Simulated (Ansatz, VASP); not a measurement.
Two plane-wave programs on AlRu

File INCAR:

```
SYSTEM = AlRu
ALGO = Fast
EDIFF = 1E-6
ENCUT = 520
GGA = PE
ISIF = 2
ISMEAR = 0
LASPH = .TRUE.
LCHARG = .FALSE.
LREAL = .FALSE.
LWAVE = .FALSE.
NBANDS = 16
NELM = 60
PREC = Accurate
SIGMA = 0.15
```

Contents of KPOINTS:

```
k-points
0
G
  16 16 16
  0 0 0
```

Contents of POSCAR:

```
AlRu
1.0
    3.1710960000      0.0000000000      0.0000000000
    0.0000000000      2.9916000000      0.0000000000
    0.0000000000      0.0000000000      2.9916000000
Al Ru
1 1
Direct
    0.0000000000      0.0000000000      0.0000000000
    0.5000000000      0.5000000000      0.5000000000
```

Input for Ansatz:

```yaml
crystal:
  lattice:
    - [3.171096, 0.0, 0.0]
    - [0.0, 2.9916, 0.0]
    - [0.0, 0.0, 2.9916]
  atoms:
    - { symbol: Al, position: [0.0, 0.0, 0.0] }
    - { symbol: Ru, position: [0.5, 0.5, 0.5] }
basis:
  ecutwfc: 420
kpoints:
  mp_grid: { grid: [16, 16, 16] }
hamiltonian:
  xc: pbe
scf:
  occupations: { method: gaussian, width: 0.15 }
output:
  forces: true
  stress: true
  eigenvalues: true
```

Change from the starting cell: strain +0.0600 x Voigt [1, 0, 0, 0, 0, 0], atoms carried along.

Alike in both runs: task single point; functional PBE; k mesh 16 × 16 × 16; occupations gaussian, width 0.15 eV; no spin polarisation.

|  | VASP | Ansatz |
| --- | --- | --- |
| version | VASP 6.6.1 | Ansatz 0.2.0 |
| potentials or method | VASP PAW PBE potentials, release 64 (Al, Ru_pv), cutoff 520 eV | scalar-relativistic, plane waves, PAW |
| valence electrons in the cell | 17 | 19 |

|  | VASP | Ansatz | Ansatz less VASP |
| --- | --- | --- | --- |
| gap on the k mesh at the Fermi level (eV) | none | none | - |
| pressure (GPa) | -8.2 | -8.1 | +0.08 |
| traceless stress, the component that is largest in VASP (GPa) | -5.40 | -5.39 | +0.009 |

A gap of «none» marks a metal or a gap that the smearing closes. VASP's potentials hold 17 valence electrons a cell and Ansatz's 19, so a difference there can come from the potentials and not from the codes.
